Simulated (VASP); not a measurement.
# FeSi (P2_13) in VASP: a series of runs

FeSi is run at these levels: PBEsol; tasks: single point.

Everything below comes from runs of VASP 6.6.1. Logs are shortened: lines on timing, memory, paths and dates and some standing lists are left out, and cuts for length are marked.

**1. The cell of the first run**

The structure is cubic, space group P2_13 (No. 198). The conventional cell has a = 4.551 Å, b = 4.551 Å, c = 4.551 Å, α = 90.00°, β = 90.00°, γ = 90.00°. Within 3.1 Å of Fe (site symmetry 3) lie 7 Si at 2.32 to 2.55 Å and 6 Fe at 2.79 Å. Si (site symmetry 3) has 7 Fe at 2.32 to 2.55 Å and 6 Si at 2.82 Å within 3.1 Å.

**2. Single point, PBEsol**

Contents of INCAR:

```
PREC = Accurate
ENCUT = 520
EDIFF = 1E-7
ISMEAR = -1
SIGMA = 0.05
LREAL = False
LASPH = True
NELM = 100
ALGO = Normal
ISIF = 2
LWAVE = False
LCHARG = True
GGA = PS
LELF = True
LVHAR = True
NBANDS = 34
```

Contents of KPOINTS:

```
regular mesh
0
Gamma
  6 6 6
```

Contents of POSCAR:

```
FeSi
1.0
    4.5507000000      0.0000000000      0.0000000000
    0.0000000000      4.5507000000      0.0000000000
    0.0000000000      0.0000000000      4.5507000000
Fe Si
4 4
Direct
    0.8634800000      0.6365200000      0.3634800000
    0.6365200000      0.3634800000      0.8634800000
    0.3634800000      0.8634800000      0.6365200000
    0.1365200000      0.1365200000      0.1365200000
    0.1576000000      0.3424000000      0.6576000000
    0.3424000000      0.6576000000      0.1576000000
    0.6576000000      0.1576000000      0.3424000000
    0.8424000000      0.8424000000      0.8424000000
```

Potentials or basis: VASP PAW PBE potentials, release 64 (Fe, Si).

Run with:

```sh
$ cat potpaw_PBE.64/Fe/POTCAR potpaw_PBE.64/Si/POTCAR > POTCAR
$ mpirun -np 1 vasp_std > vasp.out
```

OUTCAR:

```text
PREC = Accurate
   ENCUT = 520
   EDIFF = 1E-7
   ISMEAR = -1
   LREAL = False
   LASPH = True
   NELM = 100
   ISIF = 2
   GGA = PS

 ion  position               nearest neighbor table
   1  0.863  0.637  0.363-   5 2.32   6 2.37   7 2.37   8 2.37   7 2.55   8 2.55   6 2.55   2 2.79
                             2 2.79   3 2.79   4 2.79   3 2.79   4 2.79
   2  0.637  0.363  0.863-   6 2.32   5 2.37   7 2.37   8 2.37   5 2.55   7 2.55   8 2.55   1 2.79
                             1 2.79   3 2.79   3 2.79   4 2.79   4 2.79
   3  0.363  0.863  0.637-   7 2.32   6 2.37   5 2.37   8 2.37   6 2.55   5 2.55   8 2.55   1 2.79
                             4 2.79   2 2.79   2 2.79   1 2.79   4 2.79
   4  0.137  0.137  0.137-   8 2.32   6 2.37   7 2.37   5 2.37   6 2.55   5 2.55   7 2.55   2 2.79
                             3 2.79   1 2.79   3 2.79   1 2.79   2 2.79
   5  0.158  0.342  0.658-   1 2.32   2 2.37   3 2.37   4 2.37   3 2.55   4 2.55   2 2.55   8 2.82
                             6 2.82   6 2.82   8 2.82   7 2.82   7 2.82
   6  0.342  0.658  0.158-   2 2.32   1 2.37   3 2.37   4 2.37   1 2.55   3 2.55   4 2.55   8 2.82
                             5 2.82   5 2.82   7 2.82   7 2.82   8 2.82
   7  0.658  0.158  0.342-   3 2.32   2 2.37   1 2.37   4 2.37   2 2.55   1 2.55   4 2.55   8 2.82
                             8 2.82   5 2.82   6 2.82   6 2.82   5 2.82
   8  0.842  0.842  0.842-   4 2.32   2 2.37   3 2.37   1 2.37   2 2.55   1 2.55   3 2.55   5 2.82
                             6 2.82   7 2.82   7 2.82   5 2.82   6 2.82

  LATTYP: Found a simple cubic cell.
 ALAT       =     4.5507000000

  Lattice vectors:

 A1 = (   4.5507000000,   0.0000000000,   0.0000000000)
 A2 = (   0.0000000000,   4.5507000000,   0.0000000000)
 A3 = (   0.0000000000,   0.0000000000,   4.5507000000)

Analysis of symmetry for initial positions (statically):
=====================================================================
 Subroutine PRICEL returns:
 Original cell was already a primitive cell.

 Routine SETGRP: Setting up the symmetry group for a
 simple cubic supercell.

 Subroutine GETGRP returns: Found 12 space group operations
 (whereof  3 operations were pure point group operations)
 out of a pool of 48 trial point group operations.

The static configuration has the point symmetry C_3 .
 The point group associated with its full space group is T   .

Analysis of symmetry for dynamics (positions and initial velocities):
=====================================================================
 Subroutine PRICEL returns:
 Original cell was already a primitive cell.

 Routine SETGRP: Setting up the symmetry group for a
 simple cubic supercell.

 Subroutine GETGRP returns: Found 12 space group operations
 (whereof  3 operations were pure point group operations)
 out of a pool of 48 trial point group operations.

The dynamic configuration has the point symmetry C_3 .
 The point group associated with its full space group is T   .

 Subroutine INISYM returns: Found 12 space group operations
 (whereof  3 operations are pure point group operations),
 and found     1 'primitive' translations

----------------------------------------------------------------------------------------

                                     Primitive cell

  volume of cell :      94.2399

  direct lattice vectors                    reciprocal lattice vectors
     4.550700000  0.000000000  0.000000000     0.219746413  0.000000000  0.000000000
     0.000000000  4.550700000  0.000000000     0.000000000  0.219746413  0.000000000
     0.000000000  0.000000000  4.550700000     0.000000000  0.000000000  0.219746413

  length of vectors
     4.550700000  4.550700000  4.550700000     0.219746413  0.219746413  0.219746413

  position of ions in fractional coordinates (direct lattice)
     0.863480000  0.636520000  0.363480000
     0.636520000  0.363480000  0.863480000
     0.363480000  0.863480000  0.636520000
     0.136520000  0.136520000  0.136520000
     0.157600000  0.342400000  0.657600000
     0.342400000  0.657600000  0.157600000
     0.657600000  0.157600000  0.342400000
     0.842400000  0.842400000  0.842400000

  ion indices of the primitive-cell ions
   primitive index   ion index
                 1           1
                 2           2
                 3           3
                 4           4
                 5           5
                 6           6
                 7           7
                 8           8

----------------------------------------------------------------------------------------

 KPOINTS: regular mesh

Automatic generation of k-mesh.
 Grid dimensions read from file:
 generate k-points for:    6    6    6

 Generating k-lattice:

  Cartesian coordinates                     Fractional coordinates (reciprocal lattice)
     0.036624402  0.000000000  0.000000000     0.166666667  0.000000000  0.000000000
     0.000000000  0.036624402  0.000000000     0.000000000  0.166666667  0.000000000
     0.000000000  0.000000000  0.036624402     0.000000000  0.000000000  0.166666667

  Length of vectors
     0.036624402  0.036624402  0.036624402

  Shift w.r.t. Gamma in fractional coordinates (k-lattice)
     0.000000000  0.000000000  0.000000000

 Subroutine IBZKPT returns following result:
 ===========================================

 Found     24 irreducible k-points:

 Following reciprocal coordinates:
            Coordinates               Weight
  0.000000  0.000000  0.000000      1.000000
  0.166667  0.000000  0.000000      6.000000
  0.333333  0.000000  0.000000      6.000000
  0.500000  0.000000  0.000000      3.000000
  0.166667  0.166667  0.000000     12.000000
  0.333333  0.166667  0.000000     12.000000
[... 16 lines left out ...]
  0.500000  0.500000  0.333333      6.000000
  0.500000  0.500000  0.500000      1.000000
   k-points           NKPTS =     24   k-points in BZ     NKDIM =     24   number of bands    NBANDS=     34
   number of dos      NEDOS =    301   number of ions     NIONS =      8
   total plane-waves  NPLWV =  46656
   dimension x,y,z NGX =    36 NGY =   36 NGZ =   36
   dimension x,y,z NGXF=    72 NGYF=   72 NGZF=   72
   ions per type =               4   4
   NGX,Y,Z   is equivalent  to a cutoff of  13.15, 13.15, 13.15 a.u.
   NGXF,Y,Z  is equivalent  to a cutoff of  26.30, 26.30, 26.30 a.u.
 SYSTEM =  unknown system
   PREC   = accura    normal or accurate (medium, high low for compatibility)
   ISTART =      0    job   : 0-new  1-cont  2-samecut
   ICHARG =      2    charge: 1-file 2-atom 10-const
   ISPIN  =      1    spin polarized calculation?
   LNONCOLLINEAR =      F non collinear calculations
   LSORBIT =      F    spin-orbit coupling
   LASPH  =      T    aspherical Exc in radial PAW
   ENCUT  =  520.0 eV  38.22 Ry    6.18 a.u.   8.46  8.46  8.46*2*pi/ulx,y,z
   NELM   =    100;   NELMIN=  2; NELMDL= -5     # of ELM steps
   EDIFF  = 0.1E-06   stopping-criterion for ELM
   LREAL  =      F    real-space projection
   EDIFFG = 0.1E-05   stopping-criterion for IOM
   NSW    =      0    number of steps for IOM
   IBRION =     -1    ionic relax: 0-MD 1-quasi-New 2-CG
   NFREE  =      0    steps in history (QN), initial steepest desc. (CG)
   ISIF   =      2    stress and relaxation
   ISYM   =      2    0-nonsym 1-usesym 2-fastsym
   POTIM  = 0.5000    time-step for ionic-motion
   TEBEG  =    0.0;   TEEND  =   0.0 temperature during run
   PSTRESS=    0.0 pullay stress
   NELECT =      48.0000    total number of electrons
   NUPDOWN=      -1.0000    fix difference up-down
   EMIN   =  10.00;   EMAX   =-10.00  energy-range for DOS
   EFERMI =   0.00;   METHOD = LEGACY
   ISMEAR =    -1;   SIGMA  =   0.05  broadening in eV -4-tet -1-fermi 0-gaus
   EFERMI_NEDOS =   21; number of points for ismear=-14 and -15
   IALGO  =     38    algorithm
   IMIX   =      4    mixing-type and parameters
     AMIX     =   0.40;   BMIX     =  1.00
     AMIX_MAG =   1.60;   BMIX_MAG =  1.00
  volume/ion in A,a.u.               =      11.78        79.50
  Fermi-wavevector in a.u.,A,eV,Ry     =   1.307406  2.470639 23.256570  1.709310
  Thomas-Fermi vector in A             =   2.438142
   LORBIT       =      0    0 simple, 1 ext, 2 COOP (PROOUT), +10 PAW based schemes
   GGA     = PS    functional components
   LHFCALC =     F    Hartree Fock is set to
   AEXX    =    0.0000 exact exchange contribution
   IVDW    =     0    specifies the selected vdW correction
   LEPSILON=     F    determine dielectric tensor
   LRPA    =     F    only Hartree local field effects (RPA)
 non-spin polarized calculation
  energy-cutoff  :      520.00
  volume of cell :       94.24
 maximum number of plane-waves:      2562
 NGX is ok and might be reduce to    36
   NGX = 17   NGY = 17   NGZ = 17

 number of electron      47.9999995 magnetization

 Free energy of the ion-electron system (eV)
  ---------------------------------------------------
  ext. energy  EPLUGINS =         0.00000000
  ---------------------------------------------------
  free energy    TOTEN  =       -63.25998302 eV

  energy without entropy =      -63.20518589  energy(sigma->0) =      -63.23258446

 E-fermi :   8.8401     XC(G=0): -12.5638

 val. band max:        8.7768049299   @ k =   0.1667   0.1667   0.1667
 cond. band min:       8.9049376403   @ k =   0.3333   0.1667   0.1667
 fundamental gap:      0.1281327104
 Fermi energy:         8.8400603839

 k-point     1 :       0.0000    0.0000    0.0000
  band No.  band energies     occupation
      1      -3.9575      2.00000
      2       1.1711      2.00000
      3       1.1711      2.00000
      4       1.1711      2.00000
      5       3.9769      2.00000
      6       3.9769      2.00000
[... 26 lines left out ...]
     33      12.7616      0.00000
     34      12.7616      0.00000

 k-point     2 :       0.1667    0.0000    0.0000
  band No.  band energies     occupation
      1      -3.7624      2.00000
      2       0.1415      2.00000
      3       1.2913      2.00000
      4       1.8703      2.00000
      5       3.4439      2.00000
      6       4.0937      2.00000
[... 806 lines left out ...]
 k-point    24 :       0.5000    0.5000    0.5000
  band No.  band energies     occupation
      1      -0.0259      2.00000
      2      -0.0259      2.00000
      3      -0.0259      2.00000
      4      -0.0259      2.00000
      5       2.5970      2.00000
      6       2.5970      2.00000
[... 26 lines left out ...]
     33      14.5529      0.00000
     34      14.5529      0.00000

------------------------ aborting loop because EDIFF is reached ----------------------------------------

  FORCE on cell =-STRESS in cart. coord.  units (eV):
  Direction    XX          YY          ZZ          XY          YZ          ZX
  --------------------------------------------------------------------------------------
  -------------------------------------------------------------------------------------
  Total      -11.4202928    -11.4202928    -11.4202928      0.0000000     -0.0000000      0.0000000
  in kB     -194.1570672   -194.1570672   -194.1570672      0.0000000     -0.0000000      0.0000000
  external PRESSURE =    -194.1570672 kB  Pullay stress =       0.0000000 kB

 VOLUME and BASIS-vectors are now :
 -----------------------------------------------------------------------------
  energy-cutoff  :      520.00
  volume of cell :       94.24
      direct lattice vectors                 reciprocal lattice vectors
     4.550700000  0.000000000  0.000000000     0.219746413  0.000000000  0.000000000
     0.000000000  4.550700000  0.000000000     0.000000000  0.219746413  0.000000000
     0.000000000  0.000000000  4.550700000     0.000000000  0.000000000  0.219746413

 POSITION                                       TOTAL-FORCE (eV/Angst)
 -----------------------------------------------------------------------------------
      3.92944      2.89661      1.65409         0.142710     -0.142710      0.142710
      2.89661      1.65409      3.92944        -0.142710      0.142710      0.142710
      1.65409      3.92944      2.89661         0.142710      0.142710     -0.142710
      0.62126      0.62126      0.62126        -0.142710     -0.142710     -0.142710
      0.71719      1.55816      2.99254         0.158456     -0.158456      0.158456
      1.55816      2.99254      0.71719        -0.158456      0.158456      0.158456
      2.99254      0.71719      1.55816         0.158456      0.158456     -0.158456
      3.83351      3.83351      3.83351        -0.158456     -0.158456     -0.158456
 -----------------------------------------------------------------------------------
    total drift:                               -0.000001     -0.000001      0.000000

  FREE ENERGIE OF THE ION-ELECTRON SYSTEM (eV)
  ---------------------------------------------------
  free  energy   TOTEN  =       -63.2599830250 eV

  energy  without entropy=      -63.2051858937  energy(sigma->0) =      -63.23258446
```

It took 58 s on 1 thread of Intel Xeon Platinum 8488C (Sapphire Rapids), shared host; peak memory 0.22 GiB.

Results:

```
Free energy            : -63.2600 eV
Pressure               : -19.4 GPa
Largest force          : 0.274 eV/Å
Band gap on the k mesh : 0.13 eV, indirect (least direct gap 0.14 eV)
```

Forces on the atoms (eV/Å):
```
Fe   0.143 -0.143  0.143
Fe  -0.143  0.143  0.143
Fe   0.143  0.143 -0.143
Fe  -0.143 -0.143 -0.143
Si   0.158 -0.158  0.158
Si  -0.158  0.158  0.158
Si   0.158  0.158 -0.158
Si  -0.158 -0.158 -0.158
```

Caveat: the PAW data sets were made with another functional, which shifts forces and pressure a little.

**3. Single point, PBEsol, collinear spin, ferromagnetic start**

Contents of INCAR:

```
SYSTEM = FeSi
PREC = Accurate ; ENCUT = 520
EDIFF = 1E-6 ; ISMEAR = -1
SIGMA = 0.05 ; LREAL = .FALSE.
LASPH = .TRUE. ; NELM = 150
ALGO = Normal ; ISIF = 2
LWAVE = .FALSE. ; LCHARG = .TRUE.
ISPIN = 2 ; MAGMOM = 4.5 4.5 4.5 4.5 0 0 0 0
LORBIT = 11 ; LMAXMIX = 4
GGA = PS ; LELF = .TRUE.
LVHAR = .TRUE. ; NBANDS = 38
```

Contents of KPOINTS:

```
regular mesh
0
G
  6 6 6
  0 0 0
```

POSCAR is that of step 2.

Potentials or basis: VASP PAW PBE potentials, release 64 (Fe, Si).

Run with:

```sh
$ cat potpaw_PBE.64/Fe/POTCAR potpaw_PBE.64/Si/POTCAR > POTCAR
$ mpirun -np 1 vasp_std > vasp.out
```

It took 2.3 min on 1 thread of Intel Xeon Platinum 8488C (Sapphire Rapids), shared host; peak memory 0.3 GiB.

Results (log left out):

- Free energy: -63.2644 eV
- Pressure: -16.4 GPa
- Largest force: 0.053 eV/Å
- Net moment: 3.60 μB per cell
- Site moments: Fe +0.98; Si -0.04 μB
- Valence electrons inside the program's atomic spheres: Fe 7.48; Si 1.59

Forces in eV/Å, atoms in the order of the input:
```
Fe   0.031 -0.031  0.031
Fe  -0.031  0.031  0.031
Fe   0.031  0.031 -0.031
Fe  -0.031 -0.031 -0.031
Si  -0.030  0.030 -0.030
Si   0.030 -0.030 -0.030
Si  -0.030 -0.030  0.030
Si   0.030  0.030  0.030
```

Levels at points of the mesh, in eV from the Fermi level:
Spin up:
| k point | band 23 | band 24 | band 25 | band 26 | band 27 | band 28 | band 29 | band 30 |
| --- | --- | --- | --- | --- | --- | --- | --- | --- |
| (0.00, 0.00, 0.00) | -0.66 | -0.66 | 0.08 | 0.08 | 0.08 | 2.51 | 2.51 | 2.51 |
| (0.50, 0.00, 0.00) | -0.54 | -0.54 | -0.35 | -0.35 | 1.15 | 1.15 | 1.51 | 1.51 |
| (0.50, 0.50, 0.00) | -0.89 | -0.89 | 0.11 | 0.11 | 0.65 | 0.65 | 2.09 | 2.09 |
| (0.50, 0.50, 0.50) | -0.99 | -0.99 | -0.12 | -0.12 | -0.12 | -0.12 | 5.12 | 5.12 |
Spin down:
```
           k point  band 18  band 19  band 20  band 21  band 22  band 23  band 24  band 25  band 26  band 27
(0.00, 0.00, 0.00)    -1.56    -1.56     0.09     0.09     0.09     0.30     0.30     1.08     1.08     1.08
(0.50, 0.00, 0.00)    -1.40    -0.75    -0.75    -0.01    -0.01     0.32     0.32     0.65     0.65     1.92
(0.50, 0.50, 0.00)    -0.91    -0.75    -0.75    -0.61    -0.61     0.02     0.02     1.01     1.01     1.48
(0.50, 0.50, 0.50)    -0.36    -0.36    -0.36    -0.24    -0.24    -0.24    -0.24     0.89     0.89     0.89
```

Caveat: the PAW data sets were made with another functional, which shifts forces and pressure a little; the moment fell far below its start of 4.5 μB, so a state of higher moment may lie lower in energy.
